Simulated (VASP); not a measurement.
Write the native input for VASP 6.6.1 that does the following.

```
Task                   : single point
Functional             : LDA
Potentials or basis    : VASP PAW LDA potentials, release 64 (Zr_sv)
Cutoff                 : 520 eV
k mesh                 : 13 × 13 × 7
Occupations            : fermi-dirac, width 0.03 eV
Spin                   : no spin polarisation
Dipole correction      : no
Further INCAR settings : ALGO = Normal; EDIFF = 1e-07; NBANDS = 19
```

The structure of Zr lies in POSCAR:

```
Zr
1.0
    3.2319982225      0.0000000000      0.0000000000
   -1.6159991112      2.7989925656      0.0000000000
    0.0000000000      0.0000000000      5.2499400000
Zr
2
Direct
    0.3333333333      0.6666666667      0.2500000000
    0.6666666667      0.3333333333      0.7500000000
```

This cell differs from its parent crystal: zz strain of +2 %.

One way to write it, as run:

INCAR

```
SYSTEM = Zr
PREC     = Accurate       ! precision mode
ENCUT    = 520            ! plane-wave cutoff, eV
EDIFF    = 1E-7           ! SCF threshold, eV
ISMEAR   = -1             ! smearing method
SIGMA    = 0.03           ! smearing width, eV
LREAL    = .FALSE.        ! projectors in reciprocal space
LASPH    = .TRUE.         ! aspherical terms in the spheres
NELM     = 100            ! most SCF steps
ALGO     = Normal         ! electronic algorithm
ISIF     = 2              ! what is computed and relaxed
LWAVE    = .FALSE.        ! write WAVECAR
LCHARG   = .FALSE.        ! write CHGCAR
GGA      = CA             ! functional
NBANDS   = 19             ! bands
```

KPOINTS

```
Automatic mesh
0
G
  13 13 7
  0 0 0
```

Potentials or basis: VASP PAW LDA potentials, release 64 (Zr_sv).

Launch:

```bash
$ cat potpaw_LDA.64/Zr_sv/POTCAR > POTCAR
$ mpirun -np 1 vasp_std > vasp.out
```

Results of the run:

```
Pressure               : -7.7 GPa
Band gap on the k mesh : zero (band 12 reaches 9.43 eV, above the bottom of band 13 at 8.36 eV)
```

Caveat: the cell differs from its parent crystal (zz strain of +2 %).

Run time: 78 s on 1 thread of Intel Xeon 8259CL, on a shared host, peak memory 0.18 GiB.
